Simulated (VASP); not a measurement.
# AlN (F-43m) in VASP: single point with PBEsol

Aim: the single point of AlN with PBEsol.

Everything below comes from runs of VASP 6.6.1. Logs are shortened: lines on timing, memory, paths and dates and some standing lists are left out, and cuts for length are marked.

**1. The cell of the first run**

The structure is cubic, space group F-43m (No. 216). The conventional cell has a = 4.378 Å, b = 4.378 Å, c = 4.378 Å, α = 90.00°, β = 90.00°, γ = 90.00°. Al (site symmetry -43m) has 4 N at 1.90 Å within 2.5 Å. N (site symmetry -43m) has 4 Al at 1.90 Å within 2.5 Å.

**2. Single point, PBEsol**

INCAR

```
SYSTEM = AlN
PREC = Accurate
ENCUT = 520
EDIFF = 1E-6
ISMEAR = -1
SIGMA = 0.05
LREAL = Auto
LASPH = .True.
NELM = 80
ALGO = Normal
ISIF = 2
LWAVE = .False.
LCHARG = .False.
GGA = PS
NBANDS = 326
```

KPOINTS

```
Automatic mesh
0
Gamma
  1 1 1
  0.5 0.5 0.5
```

POSCAR

```
AlN
1.0
    0.0000000000      8.7554440000      8.7554440000
    8.7554440000      0.0000000000      8.7554440000
    8.7554440000      8.7554440000      0.0000000000
Al N
64 64
Direct
    0.0000000000      0.0000000000      0.0000000000
    0.5000000000      0.0000000000      0.0000000000
    0.0000000000      0.5000000000      0.0000000000
    0.0000000000      0.0000000000      0.5000000000
    0.2500000000      0.2500000000      0.2500000000
    0.5000000000      0.5000000000      0.0000000000
[... 120 lines left out ...]
    0.0625000000      0.8125000000      0.8125000000
    0.5625000000      0.8125000000      0.8125000000
```

Potentials or basis: VASP PAW PBE potentials, release 64 (Al, N).

The run is started by

```bash
> cat potpaw_PBE.64/Al/POTCAR potpaw_PBE.64/N/POTCAR > POTCAR
> mpirun -np 1 vasp_std > vasp.out
```

OUTCAR:

```text
SYSTEM = AlN
   PREC = Accurate
   ENCUT = 520
   EDIFF = 1E-6
   ISMEAR = -1
   LREAL = Auto
   LASPH = .True.
   NELM = 80
   ISIF = 2
   GGA = PS

 ion  position               nearest neighbor table
   1  0.000  0.000  0.000-  65 1.90  87 1.90 101 1.90 114 1.90  33 3.10  36 3.10  37 3.10  41 3.10
                            49 3.10  50 3.10  57 3.10  58 3.10  17 3.10  20 3.10  22 3.10  23 3.10
   2  0.500  0.000  0.000-  66 1.90  91 1.90 104 1.90 113 1.90  34 3.10  35 3.10  40 3.10  44 3.10
                            49 3.10  50 3.10  60 3.10  61 3.10  18 3.10  19 3.10  26 3.10  27 3.10
   3  0.000  0.500  0.000-  67 1.90  93 1.90  97 1.90 119 1.90  33 3.10  37 3.10  43 3.10  46 3.10
                            51 3.10  52 3.10  55 3.10  63 3.10  18 3.10  21 3.10  26 3.10  29 3.10
   4  0.000  0.000  0.500-  68 1.90  81 1.90 109 1.90 120 1.90  34 3.10  38 3.10  44 3.10  45 3.10
                            51 3.10  53 3.10  56 3.10  63 3.10  17 3.10  23 3.10  28 3.10  30 3.10
   5  0.250  0.250  0.250-  69 1.90  82 1.90  98 1.90 115 1.90  34 3.10  35 3.10  38 3.10  39 3.10
                            51 3.10  52 3.10  53 3.10  54 3.10  18 3.10  19 3.10  21 3.10  24 3.10
   6  0.500  0.500  0.000-  70 1.90  95 1.90  99 1.90 116 1.90  35 3.10  39 3.10  40 3.10  48 3.10
                            52 3.10  54 3.10  55 3.10  64 3.10  20 3.10  22 3.10  25 3.10  31 3.10
   7  0.500  0.000  0.500-  71 1.90  83 1.90 111 1.90 117 1.90  36 3.10  41 3.10  42 3.10  47 3.10
                            53 3.10  54 3.10  56 3.10  64 3.10  19 3.10  24 3.10  27 3.10  32 3.10
   8  0.750  0.250  0.250-  72 1.90  84 1.90 100 1.90 118 1.90  33 3.10  36 3.10  42 3.10  43 3.10
                            51 3.10  54 3.10  55 3.10  56 3.10  17 3.10  20 3.10  25 3.10  28 3.10
   9  0.000  0.500  0.500-  73 1.90  85 1.90 102 1.90 126 1.90  38 3.10  39 3.10  45 3.10  48 3.10
[... 181 lines left out ...]
 A1 = (   0.0000000000,   8.7554440000,   8.7554440000)
 A2 = (   8.7554440000,   0.0000000000,   8.7554440000)
 A3 = (   8.7554440000,   8.7554440000,   0.0000000000)

Analysis of symmetry for initial positions (statically):
=====================================================================
 Subroutine PRICEL returns following result:

  LATTYP: Found a face centered cubic cell.
 ALAT       =     4.3777220000

  Lattice vectors:

 A1 = (   0.0000000000,   2.1888610000,   2.1888610000)
 A2 = (   2.1888610000,   0.0000000000,   2.1888610000)
 A3 = (   2.1888610000,   2.1888610000,   0.0000000000)

  64 primitive cells build up your supercell.

 Routine SETGRP: Setting up the symmetry group for a
 face centered cubic supercell.

 Subroutine GETGRP returns: Found 24 space group operations
 (whereof 24 operations were pure point group operations)
 out of a pool of 48 trial point group operations.

The static configuration has the point symmetry T_d .

Analysis of symmetry for dynamics (positions and initial velocities):
=====================================================================
[... 110 lines left out ...]
   EFERMI =   0.00;   METHOD = LEGACY
   ISMEAR =    -1;   SIGMA  =   0.05  broadening in eV -4-tet -1-fermi 0-gaus
   EFERMI_NEDOS =   21; number of points for ismear=-14 and -15
   IALGO  =     38    algorithm
   IMIX   =      4    mixing-type and parameters
     AMIX     =   0.40;   BMIX     =  1.00
     AMIX_MAG =   1.60;   BMIX_MAG =  1.00
  volume/ion in A,a.u.               =      10.49        70.77
  Fermi-wavevector in a.u.,A,eV,Ry     =   1.187253  2.243583 19.178363  1.409570
  Thomas-Fermi vector in A             =   2.323408
   LORBIT       =      0    0 simple, 1 ext, 2 COOP (PROOUT), +10 PAW based schemes
   GGA     = PS    functional components
   LHFCALC =     F    Hartree Fock is set to
   AEXX    =    0.0000 exact exchange contribution
   IVDW    =     0    specifies the selected vdW correction
   LEPSILON=     F    determine dielectric tensor
   LRPA    =     F    only Hartree local field effects (RPA)
 non-spin polarized calculation
  energy-cutoff  :      520.00
  volume of cell :     1342.35
 maximum number of plane-waves:     36104
 NGX is ok and might be reduce to    96
   NGX = 47   NGY = 47   NGZ = 47

 number of electron     511.9999999 magnetization

 Free energy of the ion-electron system (eV)
  ---------------------------------------------------
  ext. energy  EPLUGINS =         0.00000000
  ---------------------------------------------------
  free energy    TOTEN  =      -999.13857700 eV

  energy without entropy =     -999.13857700  energy(sigma->0) =     -999.13857700

 E-fermi :   7.0126     XC(G=0): -11.1000

 val. band max:        5.7362498643   @ k =   0.5000   0.5000   0.5000
 cond. band min:       9.8463921649   @ k =   0.5000   0.5000   0.5000
 fundamental gap:      4.1101423007
 Fermi energy:         7.0125928506

 k-point     1 :       0.5000    0.5000    0.5000
  band No.  band energies     occupation
      1      -8.8763      2.00000
      2      -8.8763      2.00000
      3      -8.3070      2.00000
      4      -8.3070      2.00000
      5      -8.3070      2.00000
      6      -8.3070      2.00000
[... 260 lines left out ...]
    267      11.3128      0.00000
    268      11.3128      0.00000
 [bands above 268 left out]

------------------------ aborting loop because EDIFF is reached ----------------------------------------

  FORCE on cell =-STRESS in cart. coord.  units (eV):
  Direction    XX          YY          ZZ          XY          YZ          ZX
  --------------------------------------------------------------------------------------
  -------------------------------------------------------------------------------------
  Total        0.0482827      0.0482827      0.0482827      0.0000000     -0.0000000      0.0000000
  in kB        0.0576285      0.0576285      0.0576285      0.0000000     -0.0000000      0.0000000
  external PRESSURE =       0.0576285 kB  Pullay stress =       0.0000000 kB

 VOLUME and BASIS-vectors are now :
 -----------------------------------------------------------------------------
  energy-cutoff  :      520.00
  volume of cell :     1342.35
      direct lattice vectors                 reciprocal lattice vectors
     0.000000000  8.755444000  8.755444000    -0.057107327  0.057107327  0.057107327
     8.755444000  0.000000000  8.755444000     0.057107327 -0.057107327  0.057107327
     8.755444000  8.755444000  0.000000000     0.057107327  0.057107327 -0.057107327

 POSITION                                       TOTAL-FORCE (eV/Angst)
 -----------------------------------------------------------------------------------
      0.00000      0.00000      0.00000         0.000000      0.000000     -0.000000
      0.00000      4.37772      4.37772         0.000000      0.000000      0.000000
      4.37772      0.00000      4.37772         0.000000      0.000000     -0.000000
      4.37772      4.37772      0.00000         0.000000      0.000000     -0.000000
      4.37772      4.37772      4.37772         0.000000      0.000000     -0.000000
      4.37772      4.37772      8.75544         0.000000      0.000000     -0.000000
[... 120 lines left out ...]
     14.22760      7.66101      7.66101        -0.000000     -0.000000      0.000000
     14.22760     12.03874     12.03874        -0.000000     -0.000000      0.000000
 -----------------------------------------------------------------------------------
    total drift:                                0.000007      0.000007      0.000005

  FREE ENERGIE OF THE ION-ELECTRON SYSTEM (eV)
  ---------------------------------------------------
  free  energy   TOTEN  =      -999.1385770026 eV

  energy  without entropy=     -999.1385770025  energy(sigma->0) =     -999.13857700
```

OSZICAR:

```text
N       E                     dE             d eps       ncg     rms          rms(c)
DAV:   1     0.221596649742E+04    0.22160E+04   -0.23901E+05   652   0.142E+03
DAV:   2    -0.889611838069E+03   -0.31056E+04   -0.29776E+04   810   0.282E+02
DAV:   3    -0.113687254510E+04   -0.24726E+03   -0.24516E+03   752   0.844E+01
DAV:   4    -0.114109820787E+04   -0.42257E+01   -0.42017E+01   744   0.120E+01
DAV:   5    -0.114118448790E+04   -0.86280E-01   -0.86200E-01   768   0.166E+00    0.661E+01
DAV:   6    -0.100140448401E+04    0.13978E+03   -0.60353E+02   720   0.351E+01    0.243E+01
DAV:   7    -0.100032582272E+04    0.10787E+01   -0.14428E+01   688   0.618E+00    0.160E+01
DAV:   8    -0.999182819762E+03    0.11430E+01   -0.12976E+00   712   0.266E+00    0.172E+00
DAV:   9    -0.999133699968E+03    0.49120E-01   -0.16942E-01   728   0.593E-01    0.115E+00
DAV:  10    -0.999140827833E+03   -0.71279E-02   -0.38441E-02   720   0.289E-01    0.727E-01
DAV:  11    -0.999138568369E+03    0.22595E-02   -0.10611E-02   728   0.150E-01    0.991E-02
DAV:  12    -0.999138584861E+03   -0.16492E-04   -0.15557E-04   696   0.254E-02    0.301E-02
DAV:  13    -0.999138576444E+03    0.84165E-05   -0.54563E-05   744   0.105E-02    0.769E-03
DAV:  14    -0.999138577003E+03   -0.55825E-06   -0.10892E-06   384   0.215E-03
   1 F= -.99913858E+03 E0= -.99913858E+03  d E =-.944691E-10
```

stdout:

```text
POSCAR found type information on POSCAR AlN
 POSCAR found :  2 types and     128 ions
 scaLAPACK will be used
 -----------------------------------------------------------------------------
|                                                                             |
|                                                                             |
|     You enforced a specific xc type in the INCAR file but a different       |
|     I HOPE YOU KNOW WHAT YOU ARE DOING!                                     |
|                                                                             |
 -----------------------------------------------------------------------------

 LDA part: xc-table for (Slater+PW92), standard interpolation
 POSCAR, INCAR and KPOINTS ok, starting setup
 FFT: planning ... GRIDC
 FFT: planning ... GRID_SOFT
 FFT: planning ... GRID
 WAVECAR not read
 entering main loop
```

It took 19 min on 1 thread of Intel Xeon Platinum 8375C at 2.90GHz (Ice Lake), shared host; peak memory 1.6 GiB.

What came out:

* Free energy: -999.1386 eV
* Pressure: 0.0 GPa
* Band gap on the k mesh: 4.11 eV

Caveat: the k points lie up to 0.62 Å⁻¹ apart; the PAW data sets were made with another functional, which shifts forces and pressure a little; a shifted mesh leaves out Γ, where band edges can lie. A k mesh can miss the band edges.
